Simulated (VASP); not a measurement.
## Ag: single point with PBE

The system is Ag.

```
Ag
1.0
    -1.65152    1.65152    1.65152
     1.65152   -1.65152    1.65152
     1.65152    1.65152   -1.65152
Ag
1
Direct
  0.00000 0.00000 0.00000
```

This isn't the form of Ag at room conditions, which is fcc.

```yaml
Program: VASP 6.6.1
Task: single point
Functional: PBE
Potentials_or_basis: VASP PAW PBE potentials, release 64 (Ag)
Cutoff: 520 eV
k_mesh: 16 × 16 × 16
Occupations: fermi-dirac, width 0.08 eV
Spin: no spin polarisation
```

- Pressure: -0.1 GPa
- Band gap on the k mesh: zero (an odd number of electrons rules out a gap without spin polarisation)

Levels at points of the mesh, in eV from the Fermi level:
| k point | band 3 | band 4 | band 5 | band 6 | band 7 | band 8 |
| --- | --- | --- | --- | --- | --- | --- |
| (0.00, 0.00, 0.00) | -4.76 | -4.76 | -3.55 | -3.55 | 17.74 | 17.74 |
| (0.50, 0.00, 0.00) | -3.60 | -3.44 | -2.63 | 0.02 | 3.81 | 13.11 |
| (0.50, 0.50, 0.50) | -2.85 | -2.85 | -2.85 | 6.72 | 6.72 | 6.72 |

It took 15 s on 1 thread of AMD EPYC 9R45 96-Core Processor (Zen 5), on a shared host, peak memory 0.13 GiB.
